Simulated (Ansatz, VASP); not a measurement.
Two plane-wave programs on Ba

```
Ba
1.0
    -2.50650    2.50650    2.50650
     2.50650   -2.50650    2.50650
     2.50650    2.50650   -2.50650
Ba
1
Direct
  0.00000 0.00000 0.00000
```

Alike in both runs: functional LDA; k mesh 4 × 4 × 4; occupations fermi-dirac, width 0.05 eV; no spin polarisation.

```csv
,VASP,Ansatz
version,VASP 6.6.1,Ansatz 0.2.0
potentials or method,"VASP PAW LDA potentials, release 64 (Ba_sv)",Ansatz PAW
plane-wave cutoff (eV),520,420
valence electrons in the cell,10,10
task,single point,band structure
```

```csv
,VASP,Ansatz,Ansatz less VASP
gap on the k mesh at the Fermi level (eV),none,none,-
pressure (GPa),-1.1,-1.1,-0.03
```

LDA's correlation is that of Perdew and Zunger in VASP and of Perdew and Wang (1992) in Ansatz. A gap of «none» marks a metal or a gap that the smearing closes.

The k mesh is coarse, so the values compare programs but aren't converged. Spin-orbit coupling is off throughout.
